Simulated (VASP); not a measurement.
Crystal: Zr2B3.

```
Zr B
1.0
     3.35233    0.00000    0.00000
    -1.67616    2.90320    0.00000
     0.00000    0.00000    5.21568
Zr B
2 3
Direct
  0.33333 0.66667 0.24500
  0.66667 0.33333 0.75500
  0.00000 0.00000 0.00000
  0.33333 0.66667 0.64500
  0.66667 0.33333 0.35500
```

| Quantity | Value |
| --- | --- |
| Program | VASP 6.6.1 |
| Task | relaxation of cell and atoms |
| Functional | PBE |
| Potentials or basis | VASP PAW PBE potentials, release 64 (Zr_sv, B) |
| Cutoff | 600 eV |
| k mesh | 6 × 6 × 4 |
| Occupations | gaussian, width 0.1 eV |
| Spin | no spin polarisation |

At the start: pressure 87.8 GPa; volume 10.15 Å³/atom.

Q: How do energy, volume and symmetry change on relaxing?

A: Over 32 steps the energy falls by 1195.7 meV/atom and the volume is 13.59 Å³/atom (+33.9 %); space group P-3m1 (No. 164, to 0.1 Å) before and after.

Step by step:
```tsv
step	energy change (eV)	largest force (eV/Å)	pressure (GPa)	volume (Å³)
1	0.0000	4.3005	87.80	50.76
2	-1.2755	0.7007	-25.21	103.37
3	-4.8139	0.4046	-3.45	72.74
4	-4.8255	0.4244	-1.71	71.77
5	-4.8270	0.4344	-0.82	71.30
6	-4.8886	0.1680	-0.31	70.81
7	-4.8944	0.3898	0.00	70.63
8	-4.9182	0.5499	0.02	70.52
9	-4.9962	0.9290	0.14	70.14
10	-5.0275	1.7317	2.20	69.17
11	-5.0560	1.1411	0.74	69.72
12	-5.0570	1.4448	1.49	69.42
13	-5.0617	1.2578	1.11	69.56
14	-5.0659	1.2953	1.12	69.56
15	-5.0765	1.4032	1.17	69.54
16	-5.0887	1.5810	1.28	69.50
17	-5.1051	1.5706	1.16	69.55
18	-5.1539	1.5365	0.72	69.68
19	-5.2480	1.4518	-0.13	69.95
20	-5.4177	1.2441	-1.79	70.50
21	-5.6552	0.7648	-4.69	71.57
22	-5.6066	0.4920	-8.99	73.71
23	-5.7263	0.5164	-6.55	72.44
24	-5.8551	0.3376	-4.46	70.86
25	-5.9608	0.2229	-0.11	68.09
26	-5.9620	0.2670	0.47	67.78
27	-5.9747	0.1331	-0.08	68.01
28	-5.9776	0.0607	-0.47	68.19
29	-5.9781	0.0532	-0.06	68.00
30	-5.9782	0.0501	0.12	67.92
31	-5.9783	0.0403	0.12	67.94
32	-5.9786	0.0101	0.08	67.97
```

Final structure:
```
Zr B
1.0
     3.97282    0.00000    0.00000
    -1.98641    3.44056    0.00000
     0.00000    0.00000    4.97291
Zr B
2 3
Direct
  0.33333 0.66667 0.24826
  0.66667 0.33333 0.75174
  0.00000 0.00000 0.00000
  0.33333 0.66667 0.73841
  0.66667 0.33333 0.26159
```

Caveat: the k points lie up to 0.32 Å⁻¹ apart in the final cell, too coarse for converged energies and pressures of a metal; the volume moved by over 15 % at a fixed basis, so the end points are rough.
